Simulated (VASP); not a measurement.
A run of VASP 6.6.1:

Contents of INCAR:

```
SYSTEM = Cd
PREC = Accurate
ENCUT = 520
EDIFF = 1E-7
ISMEAR = -1
SIGMA = 0.05
LREAL = .FALSE.
LASPH = .TRUE.
NELM = 150
ALGO = Fast
ISIF = 2
LWAVE = .FALSE.
LCHARG = .FALSE.
ISPIN = 2
MAGMOM = 1
LORBIT = 11
NUPDOWN = 1.0
GGA = PS
NBANDS = 16
```

The input KPOINTS:

```
regular mesh
0
G
  10 10 10
  0 0 0
```

POSCAR

```
Cd
1.0
   -1.7843220000      1.7843220000      1.7843220000
    1.7843220000     -1.7843220000      1.7843220000
    1.7843220000      1.7843220000     -1.7843220000
Cd
1
Direct
    0.0000000000      0.0000000000      0.0000000000
```

Potentials or basis: VASP PAW PBE potentials, release 64 (Cd).

Command:

```console
$ cat potpaw_PBE.64/Cd/POTCAR > POTCAR
$ mpirun -np 1 vasp_std > vasp.out
```

Hardware: 1 thread of AMD EPYC 9R45 96-Core Processor (Zen 5), with other jobs on the host.

Estimate the wall time of this run.

Run time: 21 s on 1 thread of AMD EPYC 9R45 96-Core Processor (Zen 5), on a shared host, peak memory 0.13 GiB. Counts: scf iterations 14, k points 47.
